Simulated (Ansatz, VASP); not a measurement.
# One calculation of Ge, two programs

```xyz
8
Lattice="-2.6121 -2.8511 0.0000 2.6121 -2.8511 0.0000 0.0000 0.0000 9.8734" Properties=species:S:1:pos:R:3 pbc="T T T"
Ge    0.0000    0.0000    7.6649
Ge    0.0000   -2.8511    2.7282
Ge    0.0000    0.0000    2.2085
Ge    0.0000   -2.8511    7.1452
Ge    0.0000   -1.2959    4.9367
Ge    0.0000   -4.1470    0.0000
Ge    0.0000   -4.4063    4.9367
Ge    0.0000   -1.5552    0.0000
```

Alike in both runs: task single point; functional PBEsol; k mesh 12 × 12 × 5; occupations gaussian, width 0.15 eV; no spin polarisation.

|  | VASP | Ansatz |
| --- | --- | --- |
| version | VASP 6.6.1 | Ansatz 0.2.0 |
| potentials or method | VASP PAW PBE potentials, release 64 (Ge_d), cutoff 520 eV | scalar-relativistic, plane waves, PAW |
| valence electrons in the cell | 112 | 112 |

Ansatz gave:

- gap on the k mesh at the Fermi level (eV): none
- pressure (GPa): 0.0
- traceless stress, the component that is largest in VASP (GPa): 0.16
- rms of the force components (eV/Å): 0.005

Task: What did VASP give for the same quantities?

Result: gap on the k mesh at the Fermi level (eV): none; pressure (GPa): -0.3; traceless stress, the component that is largest in VASP (GPa): 0.17; rms of the force components (eV/Å): 0.005.

VASP's potentials were made for PBE, not for PBEsol. Atom by atom the forces differ by 0.000 eV/Å (rms over components). A gap of «none» marks a metal or a gap that the smearing closes.
